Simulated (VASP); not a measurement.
# Ag (P6_3/mmc) in VASP: notebook

The runs below take Ag through single point, with r2SCAN.

All numbers are computed with VASP 6.6.1; they aren't measurements. Logs are shortened: lines on timing, memory, paths and dates and some standing lists are left out, and cuts for length are marked.

**1. The cell of the first run**

The structure is hexagonal, space group P6_3/mmc (No. 194). Conventional cell: a = 2.969 Å, b = 2.969 Å, c = 4.853 Å, α = 90.00°, β = 90.00°, γ = 120.00°. Ag (site symmetry -6m2) has 12 Ag at 2.97 Å within 3.9 Å.

**2. Single point, r2SCAN**

Contents of POSCAR:

```
Ag
1.0
    2.9685570532      0.0000000000      0.0000000000
   -1.4842785266      2.5708458207      0.0000000000
    0.0000000000      0.0000000000      4.8530335443
Ag
2
Direct
    0.6666666667      0.3333333333      0.7500000000
    0.3333333333      0.6666666667      0.2500000000
```

Contents of INCAR.step1:

```
ALGO = Normal
EDIFF = 1E-4
ENCUT = 520
GGA = PE
ISMEAR = -1
LASPH = T
LCHARG = F
LREAL = F
LWAVE = T
NBANDS = 18
NELM = 60
PREC = Accurate
SIGMA = 0.05
```

Contents of INCAR.step2:

```
ALGO = Normal
EDIFF = 1E-7
ENCUT = 520
ISIF = 2
ISMEAR = -1
ISTART = 1
LASPH = T
LCHARG = F
LMIXTAU = T
LREAL = F
LWAVE = F
METAGGA = R2SCAN
NBANDS = 18
NELM = 60
PREC = Accurate
SIGMA = 0.05
```

Contents of KPOINTS:

```
k-points
0
Gamma
  10 10 6
```

Potentials or basis: VASP PAW PBE potentials, release 64 (Ag).

On the command line:

```bash
$ cat potpaw_PBE.64/Ag/POTCAR > POTCAR
$ cp INCAR.step1 INCAR
$ mpirun -np 1 vasp_std > vasp.out
$ cp INCAR.step2 INCAR
$ mpirun -np 1 vasp_std > vasp.out
```

OUTCAR:

```text
EDIFF = 1E-7
   ENCUT = 520
   ISIF = 2
   ISMEAR = -1
   ISTART = 1
   LASPH = T
   LREAL = F
   METAGGA = R2SCAN
   NELM = 60
   PREC = Accurate

 ion  position               nearest neighbor table
   1  0.667  0.333  0.750-   2 2.97   2 2.97   2 2.97   2 2.97   2 2.97   2 2.97
   2  0.333  0.667  0.250-   1 2.97   1 2.97   1 2.97   1 2.97   1 2.97   1 2.97

  LATTYP: Found a hexagonal cell.
 ALAT       =     2.9685570532
 C/A-ratio  =     1.6348122867

  Lattice vectors:

 A1 = (   2.9685570532,   0.0000000000,   0.0000000000)
 A2 = (  -1.4842785266,   2.5708458207,   0.0000000000)
 A3 = (   0.0000000000,   0.0000000000,   4.8530335443)

Analysis of symmetry for initial positions (statically):
=====================================================================
 Subroutine PRICEL returns:
 Original cell was already a primitive cell.

 Routine SETGRP: Setting up the symmetry group for a
 hexagonal supercell.

 Subroutine GETGRP returns: Found 24 space group operations
 (whereof 12 operations were pure point group operations)
 out of a pool of 24 trial point group operations.

The static configuration has the point symmetry D_3d.
 The point group associated with its full space group is D_6h.

Analysis of symmetry for dynamics (positions and initial velocities):
=====================================================================
 Subroutine PRICEL returns:
 Original cell was already a primitive cell.

 Routine SETGRP: Setting up the symmetry group for a
 hexagonal supercell.

 Subroutine GETGRP returns: Found 24 space group operations
 (whereof 12 operations were pure point group operations)
 out of a pool of 24 trial point group operations.

The dynamic configuration has the point symmetry D_3d.
 The point group associated with its full space group is D_6h.

 Subroutine INISYM returns: Found 24 space group operations
 (whereof 12 operations are pure point group operations),
 and found     1 'primitive' translations

----------------------------------------------------------------------------------------

                                     Primitive cell

  volume of cell :      37.0369

  direct lattice vectors                    reciprocal lattice vectors
     2.968557053  0.000000000  0.000000000     0.336863999  0.194488520  0.000000000
    -1.484278527  2.570845821  0.000000000     0.000000000  0.388977041  0.000000000
     0.000000000  0.000000000  4.853033544     0.000000000  0.000000000  0.206056684

  length of vectors
     2.968557053  2.968557053  4.853033544     0.388977041  0.388977041  0.206056684

  position of ions in fractional coordinates (direct lattice)
     0.666666667  0.333333333  0.750000000
     0.333333333  0.666666667  0.250000000

  ion indices of the primitive-cell ions
   primitive index   ion index
                 1           1
                 2           2

----------------------------------------------------------------------------------------

 KPOINTS: k-points

Automatic generation of k-mesh.
 Grid dimensions read from file:
 generate k-points for:   10   10    6

 Generating k-lattice:

  Cartesian coordinates                     Fractional coordinates (reciprocal lattice)
     0.033686400  0.019448852  0.000000000     0.100000000  0.000000000  0.000000000
     0.000000000  0.038897704  0.000000000     0.000000000  0.100000000  0.000000000
     0.000000000  0.000000000  0.034342781     0.000000000  0.000000000  0.166666667

  Length of vectors
     0.038897704  0.038897704  0.034342781

  Shift w.r.t. Gamma in fractional coordinates (k-lattice)
     0.000000000  0.000000000  0.000000000

 Subroutine IBZKPT returns following result:
 ===========================================

 Found     56 irreducible k-points:

 Following reciprocal coordinates:
            Coordinates               Weight
  0.000000  0.000000  0.000000      1.000000
  0.100000  0.000000  0.000000      6.000000
  0.200000  0.000000  0.000000      6.000000
  0.300000  0.000000  0.000000      6.000000
  0.400000  0.000000  0.000000      6.000000
  0.500000  0.000000  0.000000      3.000000
[... 16 lines left out ...]
  0.300000  0.100000  0.166667     24.000000
  0.400000  0.100000  0.166667     24.000000
 [... further k-points ...]
   k-points           NKPTS =     56   k-points in BZ     NKDIM =     56   number of bands    NBANDS=     18
   number of dos      NEDOS =    301   number of ions     NIONS =      2
   total plane-waves  NPLWV =  20736
   dimension x,y,z NGX =    24 NGY =   24 NGZ =   36
   dimension x,y,z NGXF=    48 NGYF=   48 NGZF=   72
   ions per type =               2
   NGX,Y,Z   is equivalent  to a cutoff of  13.44, 13.44, 12.33 a.u.
   NGXF,Y,Z  is equivalent  to a cutoff of  26.88, 26.88, 24.66 a.u.
 SYSTEM =  unknown system
   PREC   = accura    normal or accurate (medium, high low for compatibility)
   ISTART =      1    job   : 0-new  1-cont  2-samecut
   ICHARG =      0    charge: 1-file 2-atom 10-const
   ISPIN  =      1    spin polarized calculation?
   LNONCOLLINEAR =      F non collinear calculations
   LSORBIT =      F    spin-orbit coupling
   LASPH  =      T    aspherical Exc in radial PAW
   ENCUT  =  520.0 eV  38.22 Ry    6.18 a.u.   5.52  5.52  9.02*2*pi/ulx,y,z
   NELM   =     60;   NELMIN=  2; NELMDL=  0     # of ELM steps
   EDIFF  = 0.1E-06   stopping-criterion for ELM
   LREAL  =      F    real-space projection
   EDIFFG = 0.1E-05   stopping-criterion for IOM
   NSW    =      0    number of steps for IOM
   IBRION =     -1    ionic relax: 0-MD 1-quasi-New 2-CG
   NFREE  =      0    steps in history (QN), initial steepest desc. (CG)
   ISIF   =      2    stress and relaxation
   ISYM   =      2    0-nonsym 1-usesym 2-fastsym
   POTIM  = 0.5000    time-step for ionic-motion
   TEBEG  =    0.0;   TEEND  =   0.0 temperature during run
   PSTRESS=    0.0 pullay stress
   NELECT =      22.0000    total number of electrons
   NUPDOWN=      -1.0000    fix difference up-down
   EMIN   =  10.00;   EMAX   =-10.00  energy-range for DOS
   EFERMI =   0.00;   METHOD = LEGACY
   ISMEAR =    -1;   SIGMA  =   0.05  broadening in eV -4-tet -1-fermi 0-gaus
   EFERMI_NEDOS =   21; number of points for ismear=-14 and -15
   IALGO  =     38    algorithm
   IMIX   =      4    mixing-type and parameters
     AMIX     =   0.40;   BMIX     =  1.00
     AMIX_MAG =   1.60;   BMIX_MAG =  1.00
  volume/ion in A,a.u.               =      18.52       124.97
  Fermi-wavevector in a.u.,A,eV,Ry     =   1.376166  2.600577 25.767159  1.893833
  Thomas-Fermi vector in A             =   2.501435
   LORBIT       =      0    0 simple, 1 ext, 2 COOP (PROOUT), +10 PAW based schemes
   METAGGA = R2SCAN    functional components
   LHFCALC =     F    Hartree Fock is set to
   AEXX    =    0.0000 exact exchange contribution
   IVDW    =     0    specifies the selected vdW correction
   LEPSILON=     F    determine dielectric tensor
   LRPA    =     F    only Hartree local field effects (RPA)
 non-spin polarized calculation
  energy-cutoff  :      520.00
  volume of cell :       37.04
 maximum number of plane-waves:      1038
 NGX is ok and might be reduce to    24
   NGX = 11   NGY = 11   NGZ = 19

 number of electron      21.9999992 magnetization

 Free energy of the ion-electron system (eV)
  ---------------------------------------------------
  ext. energy  EPLUGINS =         0.00000000
  ---------------------------------------------------
  free energy    TOTEN  =       -42.65904785 eV

  energy without entropy =      -42.65422235  energy(sigma->0) =      -42.65663510

 E-fermi :   7.3257     XC(G=0): -12.3984

 val. band max:        7.2323986019   @ k =   0.0000   0.0000   0.0000
 cond. band min:       7.3454149541   @ k =   0.3000   0.2000   0.3333
 fundamental gap:      0.1130163522
 Fermi energy:         7.3256994822

 k-point     1 :       0.0000    0.0000    0.0000
  band No.  band energies     occupation
      1      -0.0024      2.00000
      2       1.1179      2.00000
      3       2.4844      2.00000
      4       2.5746      2.00000
      5       2.5746      2.00000
      6       2.7813      2.00000
[... 10 lines left out ...]
     17      25.3309      0.00000
     18      25.4710      0.00000

 k-point     2 :       0.1000    0.0000    0.0000
  band No.  band energies     occupation
      1       0.2622      2.00000
      2       1.2574      2.00000
      3       2.3616      2.00000
      4       2.6815      2.00000
      5       2.7050      2.00000
      6       2.7557      2.00000
[... 10 lines left out ...]
     17      25.4654      0.00000
     18      26.3392      0.00000

 k-point     3 :       0.2000    0.0000    0.0000
  band No.  band energies     occupation
      1       0.9440      2.00000
      2       1.5067      2.00000
      3       2.2647      2.00000
      4       2.5247      2.00000
      5       2.6325      2.00000
      6       2.8477      2.00000
[... 10 lines left out ...]
     17      24.1258      0.00000
     18      25.5809      0.00000

 k-point     4 :       0.3000    0.0000    0.0000
  band No.  band energies     occupation
      1       1.3890      2.00000
      2       1.5227      2.00000
      3       1.9811      2.00000
      4       2.6384      2.00000
      5       2.6676      2.00000
      6       2.7561      2.00000
[... 375 lines left out ...]
      4       2.2880      2.00000
      5       2.5121      2.00000
      6       2.8453      2.00000
[... 10 lines left out ...]
     17      23.1934      0.00000
     18      24.8055      0.00000

 k-point    23 :       0.3000    0.1000    0.1667
  band No.  band energies     occupation
      1       1.4278      2.00000
      2       1.5450      2.00000
      3       2.0438      2.00000
      4       2.2484      2.00000
      5       2.6348      2.00000
      6       2.8808      2.00000
[... 10 lines left out ...]
     17      22.0077      0.00000
     18      22.3692      0.00000

 k-point    24 :       0.4000    0.1000    0.1667
  band No.  band energies     occupation
      1       1.2949      2.00000
      2       1.3637      2.00000
      3       1.9208      2.00000
      4       2.3093      2.00000
      5       2.5174      2.00000
      6       3.0758      2.00000
[... 10 lines left out ...]
     17      19.5735      0.00000
     18      21.6951      0.00000

 [... further k-points ...]
[... 5 lines left out ...]
  --------------------------------------------------------------------------------------
  -------------------------------------------------------------------------------------
  Total       -1.2026954     -1.2026954     -1.3756020      0.0000000     -0.0000000      0.0000000
  in kB      -52.0273267    -52.0273267    -59.5070812      0.0000000     -0.0000000      0.0000000
  external PRESSURE =     -54.5205782 kB  Pullay stress =       0.0000000 kB

 VOLUME and BASIS-vectors are now :
 -----------------------------------------------------------------------------
  energy-cutoff  :      520.00
  volume of cell :       37.04
      direct lattice vectors                 reciprocal lattice vectors
     2.968557053  0.000000000  0.000000000     0.336863999  0.194488520  0.000000000
    -1.484278527  2.570845821  0.000000000     0.000000000  0.388977041  0.000000000
     0.000000000  0.000000000  4.853033544     0.000000000  0.000000000  0.206056684

 POSITION                                       TOTAL-FORCE (eV/Angst)
 -----------------------------------------------------------------------------------
      1.48428      0.85695      3.63978         0.000000     -0.000000      0.000000
     -0.00000      1.71390      1.21326        -0.000000      0.000000      0.000000
 -----------------------------------------------------------------------------------
    total drift:                               -0.000000      0.000000     -0.000000

  FREE ENERGIE OF THE ION-ELECTRON SYSTEM (eV)
  ---------------------------------------------------
  free  energy   TOTEN  =       -42.6590478543 eV

  energy  without entropy=      -42.6542223463  energy(sigma->0) =      -42.65663510
```

Run time: 2 min. Hardware: 1 thread of Intel Xeon Platinum 8375C at 2.90GHz (Ice Lake), shared host; peak memory 0.18 GiB.

Results:

```yaml
Free_energy: -42.6590 eV
Pressure: -5.5 GPa
Band_gap_on_the_k_mesh: zero (band 11 reaches 10.42 eV, above the bottom of band 12 at 3.70 eV)
```

Stress tensor (GPa, compression positive):
```
-5.20  0.00  0.00
 0.00 -5.20  0.00
 0.00  0.00 -5.95
```

Caveat: the PAW data sets were made with another functional, which shifts forces and pressure a little.

**3. Single point, r2SCAN**

This run uses another cell than the first one, of 18.87 Å³/atom, 1.019 times its volume.

Contents of POSCAR:

```
Ag
1.0
    2.9874655697      0.0000000000      0.0000000000
   -1.4937327848      2.5872210763      0.0000000000
    0.0000000000      0.0000000000      4.8839454194
Ag
2
Direct
    0.6666666667      0.3333333333      0.7500000000
    0.3333333333      0.6666666667      0.2500000000
```

Contents of INCAR.step1:

```
SYSTEM = Ag
PREC = Accurate
ENCUT = 520
ISMEAR = -1
SIGMA = 0.05
LREAL = .False.
LASPH = .True.
NELM = 60
NBANDS = 18
GGA = PE
ALGO = Normal
EDIFF = 1E-4
LWAVE = .True.
LCHARG = .False.
```

Contents of INCAR.step2:

```
SYSTEM = Ag
PREC = Accurate
ENCUT = 520
EDIFF = 1E-6
ISMEAR = -1
SIGMA = 0.05
LREAL = .False.
LASPH = .True.
NELM = 60
ALGO = Normal
ISIF = 2
LWAVE = .False.
LCHARG = .False.
METAGGA = R2SCAN
LMIXTAU = .True.
NBANDS = 18
ISTART = 1
```

Contents of KPOINTS:

```
Automatic mesh
0
Gamma
  10 10 6
  0 0 0
```

Potentials or basis: VASP PAW PBE potentials, release 64 (Ag).

On the command line:

```bash
$ cat potpaw_PBE.64/Ag/POTCAR > POTCAR
$ cp INCAR.step1 INCAR
$ mpirun -np 1 vasp_std > vasp.out
$ cp INCAR.step2 INCAR
$ mpirun -np 1 vasp_std > vasp.out
```

Run time: 99 s. Hardware: 1 thread of Intel Xeon Platinum 8375C at 2.90GHz (Ice Lake), shared host; peak memory 0.17 GiB.

It converged, with:

```
Free energy            : -42.6322 eV
Pressure               : -6.7 GPa
Band gap on the k mesh : zero (band 11 reaches 10.14 eV, above the bottom of band 12 at 3.48 eV)
```

Stress tensor (GPa, compression positive):
```
-6.45  0.00  0.00
 0.00 -6.45  0.00
 0.00  0.00 -7.23
```

Levels at points of the mesh, in eV from the Fermi level:
```tsv
k point	band 8	band 9	band 10	band 11	band 12	band 13	band 14	band 15
(0.00, 0.00, 0.00)	-4.19	-4.19	-3.33	-3.33	-0.04	3.16	15.98	17.78
(0.50, 0.00, 0.00)	-3.22	-3.18	-3.10	0.20	1.38	6.73	7.01	8.85
(0.00, 0.00, 0.50)	-4.37	-3.60	-3.60	-3.60	-3.60	10.77	10.77	16.31
(0.50, 0.00, 0.50)	-3.35	-3.14	-3.14	1.00	1.00	4.19	4.19	13.34
```

Caveat: the PAW data sets were made with another functional, which shifts forces and pressure a little.
